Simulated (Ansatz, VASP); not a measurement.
## Si: VASP beside Ansatz

The input INCAR:

```
PREC = Accurate ; ENCUT = 520
EDIFF = 1E-6 ; ISMEAR = 0
SIGMA = 0.03 ; LREAL = False
LASPH = True ; NELM = 60
ALGO = Normal ; ISIF = 2
LWAVE = False ; LCHARG = False
NBANDS = 16
```

KPOINTS

```
regular mesh
0
Gamma
  10 10 10
```

Contents of POSCAR:

```
Si
1.0
   -3.5914798332      3.5914798332      1.7685948072
    3.5914798332     -3.5914798332      1.7685948072
    3.5914798332      3.5914798332     -1.7685948072
Si
4
Direct
    0.1788010600      0.1788010600      0.3576021200
    0.8211989400      0.8211989400      0.6423978800
    0.1788010600      0.8211989400      0.0000000000
    0.8211989400      0.1788010600      0.0000000000
```

Input for Ansatz:

```yaml
crystal:
  lattice:
    - [-3.5914798332, 3.5914798332, 1.7685948072]
    - [3.5914798332, -3.5914798332, 1.7685948072]
    - [3.5914798332, 3.5914798332, -1.7685948072]
  atoms:
    - { symbol: Si, position: [0.17880106, 0.17880106, 0.35760212] }
    - { symbol: Si, position: [0.82119894, 0.82119894, 0.64239788] }
    - { symbol: Si, position: [0.17880106, 0.82119894, 0.0] }
    - { symbol: Si, position: [0.82119894, 0.17880106, 0.0] }
basis:
  ecutwfc: 420
kpoints:
  mp_grid: { grid: [10, 10, 10] }
hamiltonian:
  xc: lda
scf:
  occupations: { method: gaussian, width: 0.03 }
output:
  forces: true
  stress: true
  eigenvalues: true
```

Change from the starting cell: strain +0.080 along x and y, -0.080 along z, atoms carried along.

Alike in both runs: task single point; functional LDA; k mesh 10 × 10 × 10; occupations gaussian, width 0.03 eV; no spin polarisation.

|  | VASP | Ansatz |
| --- | --- | --- |
| version | VASP 6.6.1 | Ansatz 0.2.0 |
| potentials or method | VASP PAW LDA potentials, release 64 (Si), cutoff 520 eV | scalar-relativistic, plane waves, PAW |
| valence electrons in the cell | 16 | 16 |

```csv
,VASP,Ansatz,Ansatz less VASP
gap on the k mesh at the Fermi level (eV),none,none,-
pressure (GPa),-4.5,-4.5,-0.02
"traceless stress, the component that is largest in VASP (GPa)",15.41,15.33,-0.075
rms of the force components (eV/Å),0.712,0.708,-0.0040
```

LDA's correlation is that of Perdew and Zunger in VASP and of Perdew and Wang (1992) in Ansatz. Atom by atom the forces differ by 0.004 eV/Å (rms over components). A gap of «none» marks a metal or a gap that the smearing closes.
